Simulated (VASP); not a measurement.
# Al2Ru (I4/mmm) in VASP: notebook

Runs on Al2Ru. Level: r2SCAN. Tasks: single point.

All numbers are computed with VASP 6.6.1; they aren't measurements. Logs are shortened: lines on timing, memory, paths and dates and some standing lists are left out, and cuts for length are marked.

### Step 1. The cell of the first run

The structure is tetragonal, space group I4/mmm (No. 139). Conventional cell: a = 3.091 Å, b = 3.091 Å, c = 8.496 Å, α = 90.00°, β = 90.00°, γ = 90.00°. Al (site symmetry 4mm) has 5 Ru at 2.57 to 2.90 Å and 9 Al at 2.68 to 3.09 Å within 3.4 Å. Ru (site symmetry 4/mmm) has 10 Al at 2.57 to 2.90 Å and 4 Ru at 3.09 Å within 3.4 Å.

### Step 2. Single point, r2SCAN (biaxial strain in the a-b plane: -1.0 %)

Input file POSCAR:

```
Al2Ru
1.0
    3.0906023046      0.0000000000      0.0000000000
    0.0000000000      3.0906023046      0.0000000000
    0.0000000000      0.0000000000      8.4956533069
Al Ru
4 2
Direct
    0.5000000000      0.5000000000      0.1590940356
    0.0000000000      0.0000000000      0.3409059644
    0.0000000000      0.0000000000      0.6590940356
    0.5000000000      0.5000000000      0.8409059644
    0.0000000000      0.0000000000      0.0000000000
    0.5000000000      0.5000000000      0.5000000000
```

Input file INCAR.step1:

```
PREC     = Accurate       # precision mode
ENCUT    = 520            # plane-wave cutoff, eV
ISMEAR   = 0              # smearing method
SIGMA    = 0.1            # smearing width, eV
LREAL    = False          # projectors in reciprocal space
LASPH    = True           # aspherical terms in the spheres
NELM     = 80             # most SCF steps
NBANDS   = 29             # bands
GGA      = PE             # functional
ALGO     = Normal         # electronic algorithm
EDIFF    = 1E-4           # SCF threshold, eV
LWAVE    = True           # write WAVECAR
LCHARG   = False          # write CHGCAR
```

Input file INCAR.step2:

```
PREC     = Accurate       # precision mode
ENCUT    = 520            # plane-wave cutoff, eV
EDIFF    = 1E-7           # SCF threshold, eV
ISMEAR   = 0              # smearing method
SIGMA    = 0.1            # smearing width, eV
LREAL    = False          # projectors in reciprocal space
LASPH    = True           # aspherical terms in the spheres
NELM     = 80             # most SCF steps
ALGO     = Normal         # electronic algorithm
ISIF     = 2              # what is computed and relaxed
LWAVE    = False          # write WAVECAR
LCHARG   = True           # write CHGCAR
METAGGA  = R2SCAN         # meta-GGA
LMIXTAU  = True         
LELF     = True           # ELF
LVHAR    = True         
NBANDS   = 29             # bands
ISTART   = 1
```

Input file KPOINTS:

```
regular mesh
0
Gamma
  12 12 4
```

Potentials or basis: VASP PAW PBE potentials, release 64 (Al, Ru_pv).

Command:

```sh
$ cat potpaw_PBE.64/Al/POTCAR potpaw_PBE.64/Ru_pv/POTCAR > POTCAR
$ cp INCAR.step1 INCAR
$ mpirun -np 1 vasp_std > vasp.out
$ cp INCAR.step2 INCAR
$ mpirun -np 1 vasp_std > vasp.out
```

OUTCAR:

```text
PREC = Accurate
   ENCUT = 520
   EDIFF = 1E-7
   ISMEAR = 0
   LREAL = False
   LASPH = True
   NELM = 80
   ISIF = 2
   METAGGA = R2SCAN
   ISTART = 1

 ion  position               nearest neighbor table
   1  0.500  0.500  0.159-   5 2.57   5 2.57   5 2.57   5 2.57   2 2.68   2 2.68   2 2.68   2 2.68
                             4 2.70   6 2.90
   2  0.000  0.000  0.341-   6 2.57   6 2.57   6 2.57   6 2.57   1 2.68   1 2.68   1 2.68   1 2.68
                             3 2.70   5 2.90
   3  0.000  0.000  0.659-   6 2.57   6 2.57   6 2.57   6 2.57   4 2.68   4 2.68   4 2.68   4 2.68
                             2 2.70   5 2.90
   4  0.500  0.500  0.841-   5 2.57   5 2.57   5 2.57   5 2.57   3 2.68   3 2.68   3 2.68   3 2.68
                             1 2.70   6 2.90
   5  0.000  0.000  0.000-   1 2.57   4 2.57   1 2.57   4 2.57   1 2.57   4 2.57   1 2.57   4 2.57
                             3 2.90   2 2.90
   6  0.500  0.500  0.500-   2 2.57   3 2.57   2 2.57   3 2.57   2 2.57   3 2.57   2 2.57   3 2.57
                             1 2.90   4 2.90

  LATTYP: Found a simple tetragonal cell.
 ALAT       =     3.0906023046
 C/A-ratio  =     2.7488665540

  Lattice vectors:

 A1 = (   3.0906023046,   0.0000000000,   0.0000000000)
 A2 = (   0.0000000000,   3.0906023046,   0.0000000000)
 A3 = (   0.0000000000,   0.0000000000,   8.4956533069)

Analysis of symmetry for initial positions (statically):
=====================================================================
 Subroutine PRICEL returns following result:

  LATTYP: Found a body centered tetragonal cell.
 ALAT       =     3.0906023046
 C/A-ratio  =     2.7488665540

  Lattice vectors:

 A1 = (  -1.5453011523,   1.5453011523,   4.2478266534)
 A2 = (   1.5453011523,  -1.5453011523,   4.2478266534)
 A3 = (   1.5453011523,   1.5453011523,  -4.2478266534)

   2 primitive cells build up your supercell.

 Routine SETGRP: Setting up the symmetry group for a
 simple tetragonal supercell.

 Subroutine GETGRP returns: Found 16 space group operations
 (whereof 16 operations were pure point group operations)
 out of a pool of 16 trial point group operations.

The static configuration has the point symmetry D_4h.

Analysis of symmetry for dynamics (positions and initial velocities):
=====================================================================
 Subroutine PRICEL returns following result:

  LATTYP: Found a body centered tetragonal cell.
 ALAT       =     3.0906023046
 C/A-ratio  =     2.7488665540

  Lattice vectors:

 A1 = (  -1.5453011523,   1.5453011523,   4.2478266534)
 A2 = (   1.5453011523,  -1.5453011523,   4.2478266534)
 A3 = (   1.5453011523,   1.5453011523,  -4.2478266534)

   2 primitive cells build up your supercell.

 Routine SETGRP: Setting up the symmetry group for a
 simple tetragonal supercell.

 Subroutine GETGRP returns: Found 16 space group operations
 (whereof 16 operations were pure point group operations)
 out of a pool of 16 trial point group operations.

The dynamic configuration has the point symmetry D_4h.

 Subroutine INISYM returns: Found 16 space group operations
 (whereof 16 operations are pure point group operations),
 and found     2 'primitive' translations

----------------------------------------------------------------------------------------

                                     Primitive cell

  volume of cell :      40.5745

  direct lattice vectors                    reciprocal lattice vectors
    -1.545301152  1.545301152  4.247826653     0.000000000  0.323561527  0.117707251
     1.545301152 -1.545301152  4.247826653     0.323561527  0.000000000  0.117707251
     1.545301152  1.545301152 -4.247826653     0.323561527  0.323561527 -0.000000000

  length of vectors
     4.777022355  4.777022355  4.777022355     0.344306635  0.344306635  0.457585099

  position of ions in fractional coordinates (direct lattice)
     0.659094036  0.659094036  1.000000000
     0.340905964  0.340905964  1.000000000
     0.000000000  1.000000000  1.000000000

  ion indices of the primitive-cell ions
   primitive index   ion index
                 1           1
                 2           4
                 3           6

----------------------------------------------------------------------------------------

 KPOINTS: regular mesh

Automatic generation of k-mesh.
 Grid dimensions read from file:
 generate k-points for:   12   12    4

 Generating k-lattice:

  Cartesian coordinates                     Fractional coordinates (reciprocal lattice)
     0.026963461  0.000000000  0.000000000     0.083333333  0.000000000  0.000000000
     0.000000000  0.026963461  0.000000000     0.000000000  0.083333333  0.000000000
     0.000000000  0.000000000  0.029426813     0.000000000  0.000000000  0.250000000

  Length of vectors
     0.026963461  0.026963461  0.029426813

  Shift w.r.t. Gamma in fractional coordinates (k-lattice)
     0.000000000  0.000000000  0.000000000

 Subroutine IBZKPT returns following result:
 ===========================================

 Found     84 irreducible k-points:

 Following reciprocal coordinates:
            Coordinates               Weight
  0.000000  0.000000  0.000000      1.000000
  0.083333  0.000000  0.000000      4.000000
  0.166667  0.000000  0.000000      4.000000
  0.250000  0.000000  0.000000      4.000000
  0.333333  0.000000  0.000000      4.000000
  0.416667  0.000000  0.000000      4.000000
[... 16 lines left out ...]
  0.333333  0.333333  0.000000      4.000000
  0.416667  0.333333  0.000000      8.000000
 [... further k-points ...]
   k-points           NKPTS =     84   k-points in BZ     NKDIM =     84   number of bands    NBANDS=     29
   number of dos      NEDOS =    301   number of ions     NIONS =      6
   total plane-waves  NPLWV =  36864
   dimension x,y,z NGX =    24 NGY =   24 NGZ =   64
   dimension x,y,z NGXF=    48 NGYF=   48 NGZF=  128
   ions per type =               4   2
   NGX,Y,Z   is equivalent  to a cutoff of  12.91, 12.91, 12.52 a.u.
   NGXF,Y,Z  is equivalent  to a cutoff of  25.82, 25.82, 25.05 a.u.
 SYSTEM =  unknown system
   PREC   = accura    normal or accurate (medium, high low for compatibility)
   ISTART =      1    job   : 0-new  1-cont  2-samecut
   ICHARG =      0    charge: 1-file 2-atom 10-const
   ISPIN  =      1    spin polarized calculation?
   LNONCOLLINEAR =      F non collinear calculations
   LSORBIT =      F    spin-orbit coupling
   LASPH  =      T    aspherical Exc in radial PAW
   ENCUT  =  520.0 eV  38.22 Ry    6.18 a.u.   5.75  5.75 15.80*2*pi/ulx,y,z
   NELM   =     80;   NELMIN=  2; NELMDL=  0     # of ELM steps
   EDIFF  = 0.1E-06   stopping-criterion for ELM
   LREAL  =      F    real-space projection
   EDIFFG = 0.1E-05   stopping-criterion for IOM
   NSW    =      0    number of steps for IOM
   IBRION =     -1    ionic relax: 0-MD 1-quasi-New 2-CG
   NFREE  =      0    steps in history (QN), initial steepest desc. (CG)
   ISIF   =      2    stress and relaxation
   ISYM   =      2    0-nonsym 1-usesym 2-fastsym
   POTIM  = 0.5000    time-step for ionic-motion
   TEBEG  =    0.0;   TEEND  =   0.0 temperature during run
   PSTRESS=    0.0 pullay stress
   NELECT =      40.0000    total number of electrons
   NUPDOWN=      -1.0000    fix difference up-down
   EMIN   =  10.00;   EMAX   =-10.00  energy-range for DOS
   EFERMI =   0.00;   METHOD = LEGACY
   ISMEAR =     0;   SIGMA  =   0.10  broadening in eV -4-tet -1-fermi 0-gaus
   EFERMI_NEDOS =   21; number of points for ismear=-14 and -15
   IALGO  =     38    algorithm
   IMIX   =      4    mixing-type and parameters
     AMIX     =   0.40;   BMIX     =  1.00
     AMIX_MAG =   1.60;   BMIX_MAG =  1.00
  volume/ion in A,a.u.               =      13.52        91.27
  Fermi-wavevector in a.u.,A,eV,Ry     =   1.293204  2.443802 22.754077  1.672377
  Thomas-Fermi vector in A             =   2.424864
   LORBIT       =      0    0 simple, 1 ext, 2 COOP (PROOUT), +10 PAW based schemes
   METAGGA = R2SCAN    functional components
   LHFCALC =     F    Hartree Fock is set to
   AEXX    =    0.0000 exact exchange contribution
   IVDW    =     0    specifies the selected vdW correction
   LEPSILON=     F    determine dielectric tensor
   LRPA    =     F    only Hartree local field effects (RPA)
 non-spin polarized calculation
 Gauss-broadening in eV      SIGMA  =   0.10
  energy-cutoff  :      520.00
  volume of cell :       81.15
 maximum number of plane-waves:      2204
 NGX is ok and might be reduce to    24
   NGX = 11   NGY = 11   NGZ = 31

 number of electron      40.0000002 magnetization

 Free energy of the ion-electron system (eV)
  ---------------------------------------------------
  ext. energy  EPLUGINS =         0.00000000
  ---------------------------------------------------
  free energy    TOTEN  =       -82.32955269 eV

  energy without entropy =      -82.32840464  energy(sigma->0) =      -82.32897866

 E-fermi :  10.8405     XC(G=0): -12.9297

 val. band max:       10.6472176610   @ k =   0.5000   0.3333   0.5000
 cond. band min:      10.8484791986   @ k =   0.2500   0.2500   0.0000
 fundamental gap:      0.2012615376
 Fermi energy:        10.8404517154

 k-point     1 :       0.0000    0.0000    0.0000
  band No.  band energies     occupation
      1     -33.2609      2.00000
      2     -33.2609      2.00000
      3     -33.2608      2.00000
      4     -33.2608      2.00000
      5     -33.2143      2.00000
      6     -33.2114      2.00000
[... 21 lines left out ...]
     28      17.4474      0.00000
     29      17.4888      0.00000

 k-point     2 :       0.0833    0.0000    0.0000
  band No.  band energies     occupation
      1     -33.2720      2.00000
      2     -33.2719      2.00000
      3     -33.2599      2.00000
      4     -33.2598      2.00000
      5     -33.2130      2.00000
      6     -33.2103      2.00000
[... 21 lines left out ...]
     28      17.5566      0.00000
     29      17.7462      0.00000

 k-point     3 :       0.1667    0.0000    0.0000
  band No.  band energies     occupation
      1     -33.3022      2.00000
      2     -33.3021      2.00000
      3     -33.2572      2.00000
      4     -33.2571      2.00000
      5     -33.2096      2.00000
      6     -33.2071      2.00000
[... 21 lines left out ...]
     28      17.7547      0.00000
     29      18.0189      0.00000

 k-point     4 :       0.2500    0.0000    0.0000
  band No.  band energies     occupation
      1     -33.3432      2.00000
      2     -33.3431      2.00000
      3     -33.2535      2.00000
      4     -33.2535      2.00000
      5     -33.2048      2.00000
      6     -33.2029      2.00000
[... 597 lines left out ...]
     28      15.0884      0.00000
     29      16.7539      0.00000

 k-point    23 :       0.3333    0.3333    0.0000
  band No.  band energies     occupation
      1     -33.3710      2.00000
      2     -33.3708      2.00000
      3     -33.3686      2.00000
      4     -33.3684      2.00000
      5     -33.1872      2.00000
      6     -33.1865      2.00000
[... 21 lines left out ...]
     28      15.7056      0.00000
     29      16.8378      0.00000

 k-point    24 :       0.4167    0.3333    0.0000
  band No.  band energies     occupation
      1     -33.3987      2.00000
      2     -33.3986      2.00000
      3     -33.3662      2.00000
      4     -33.3662      2.00000
      5     -33.1840      2.00000
      6     -33.1836      2.00000
[... 21 lines left out ...]
     28      16.2151      0.00000
     29      16.3111      0.00000

 [... further k-points ...]
[... 5 lines left out ...]
  --------------------------------------------------------------------------------------
  -------------------------------------------------------------------------------------
  Total        1.9472991      1.9472991      0.0055085      0.0000000      0.0000000      0.0000000
  in kB       38.4468015     38.4468015      0.1087577      0.0000000      0.0000000      0.0000000
  external PRESSURE =      25.6674536 kB  Pullay stress =       0.0000000 kB

 VOLUME and BASIS-vectors are now :
 -----------------------------------------------------------------------------
  energy-cutoff  :      520.00
  volume of cell :       81.15
      direct lattice vectors                 reciprocal lattice vectors
     3.090602305  0.000000000  0.000000000     0.323561527  0.000000000  0.000000000
     0.000000000  3.090602305  0.000000000     0.000000000  0.323561527  0.000000000
     0.000000000  0.000000000  8.495653307     0.000000000  0.000000000  0.117707251

 POSITION                                       TOTAL-FORCE (eV/Angst)
 -----------------------------------------------------------------------------------
      1.54530      1.54530      1.35161         0.000000      0.000000     -0.088347
      0.00000      0.00000      2.89622         0.000000      0.000000      0.088347
      0.00000      0.00000      5.59943        -0.000000      0.000000     -0.088347
      1.54530      1.54530      7.14405         0.000000      0.000000      0.088347
      0.00000      0.00000      0.00000         0.000000      0.000000     -0.000000
      1.54530      1.54530      4.24783        -0.000000     -0.000000     -0.000000
 -----------------------------------------------------------------------------------
    total drift:                                0.000000      0.000000      0.000000

  FREE ENERGIE OF THE ION-ELECTRON SYSTEM (eV)
  ---------------------------------------------------
  free  energy   TOTEN  =       -82.3295526871 eV

  energy  without entropy=      -82.3284046404  energy(sigma->0) =      -82.32897866
```

Wall time 3.7 min (1 thread of Intel Xeon 6975P-C (Granite Rapids), shared host); peak memory 0.3 GiB.

Results:

```yaml
Free_energy: -82.3296 eV
Pressure: 2.6 GPa
Largest_force: 0.088 eV/Å
```

Forces in eV/Å, atoms in the order of the input:
```
Al   0.000  0.000 -0.088
Al   0.000  0.000  0.088
Al   0.000  0.000 -0.088
Al   0.000  0.000  0.088
Ru   0.000  0.000  0.000
Ru   0.000  0.000  0.000
```

Stress tensor (GPa, compression positive):
```
3.84 0.00 0.00
0.00 3.84 0.00
0.00 0.00 0.01
```

Caveat: the cell differs from its parent crystal (biaxial strain in the a-b plane: -1.0 %); the PAW data sets were made with another functional, which shifts forces and pressure a little.

### Step 3. Single point, r2SCAN (biaxial strain in the a-b plane: -1.0 %, then relaxed in part)

Input file POSCAR:

```
Al2Ru
1.0
    3.0906023046      0.0000000000      0.0000000000
    0.0000000000      3.0906023046      0.0000000000
    0.0000000000      0.0000000000      8.5146165256
Al Ru
4 2
Direct
    0.5000000000      0.5000000000      0.1583571525
    0.0000000000      0.0000000000      0.3416428475
    0.0000000000      0.0000000000      0.6583571525
    0.5000000000      0.5000000000      0.8416428475
    0.0000000000      0.0000000000      0.0000000000
    0.5000000000      0.5000000000      0.5000000000
```

Input file INCAR.step1:

```
SYSTEM = Al2Ru
PREC = Accurate
ENCUT = 520
ISMEAR = 0
SIGMA = 0.1
LREAL = .FALSE.
LASPH = .TRUE.
NELM = 100
NBANDS = 29
GGA = PE
ALGO = Normal
EDIFF = 1E-4
LWAVE = .TRUE.
LCHARG = .FALSE.
```

Input file INCAR.step2:

```
SYSTEM = Al2Ru
PREC = Accurate
ENCUT = 520
EDIFF = 1E-7
ISMEAR = 0
SIGMA = 0.1
LREAL = .FALSE.
LASPH = .TRUE.
NELM = 100
ALGO = Normal
ISIF = 2
LWAVE = .FALSE.
LCHARG = .TRUE.
METAGGA = R2SCAN
LMIXTAU = .TRUE.
LELF = .TRUE.
LVHAR = .TRUE.
NBANDS = 29
ISTART = 1
```

Input file KPOINTS:

```
Automatic mesh
0
G
  12 12 4
  0 0 0
```

Potentials or basis: VASP PAW PBE potentials, release 64 (Al, Ru_pv).

Command:

```sh
$ cat potpaw_PBE.64/Al/POTCAR potpaw_PBE.64/Ru_pv/POTCAR > POTCAR
$ cp INCAR.step1 INCAR
$ mpirun -np 1 vasp_std > vasp.out
$ cp INCAR.step2 INCAR
$ mpirun -np 1 vasp_std > vasp.out
```

Run time: 4.1 min. Hardware: 1 thread of Intel Xeon 6975P-C (Granite Rapids), shared host; peak memory 0.31 GiB.

Results (log left out):

```yaml
Free_energy: -82.3304 eV
Pressure: 2.3 GPa
Largest_force: 0.014 eV/Å
Band_gap_on_the_k_mesh: zero (filled and empty bands touch)
```

Forces in eV/Å, atoms in the order of the input:
```
Al   0.000  0.000  0.014
Al   0.000  0.000 -0.014
Al   0.000  0.000  0.014
Al   0.000  0.000 -0.014
Ru   0.000  0.000  0.000
Ru   0.000  0.000  0.000
```

Stress tensor (GPa, compression positive):
```
 3.53  0.00  0.00
 0.00  3.53  0.00
 0.00  0.00 -0.16
```

Levels at points of the mesh, in eV from the Fermi level:
| k point | band 16 | band 17 | band 18 | band 19 | band 20 | band 21 | band 22 | band 23 | band 24 | band 25 |
| --- | --- | --- | --- | --- | --- | --- | --- | --- | --- | --- |
| (0.00, 0.00, 0.00) | -2.22 | -1.81 | -1.81 | -1.16 | -1.14 | 2.33 | 3.51 | 3.51 | 4.72 | 6.47 |
| (0.50, 0.00, 0.00) | -2.87 | -2.80 | -2.80 | -1.66 | -1.66 | 0.61 | 0.61 | 2.94 | 2.94 | 5.05 |
| (0.50, 0.50, 0.00) | -3.33 | -1.25 | -1.25 | -0.51 | -0.51 | 0.44 | 0.44 | 1.85 | 1.85 | 2.03 |
| (0.00, 0.00, 0.50) | -2.03 | -2.03 | -2.03 | -1.15 | -1.15 | 4.12 | 4.12 | 4.44 | 4.44 | 4.44 |
| (0.50, 0.00, 0.50) | -3.14 | -2.87 | -2.87 | -1.65 | -1.65 | 0.68 | 0.68 | 3.12 | 3.12 | 5.07 |
| (0.50, 0.50, 0.50) | -2.00 | -2.00 | -2.00 | -0.57 | -0.57 | 0.44 | 0.44 | 1.48 | 1.48 | 3.42 |

Caveat: the cell differs from its parent crystal (biaxial strain in the a-b plane: -1.0 %, then relaxed in part); the PAW data sets were made with another functional, which shifts forces and pressure a little.
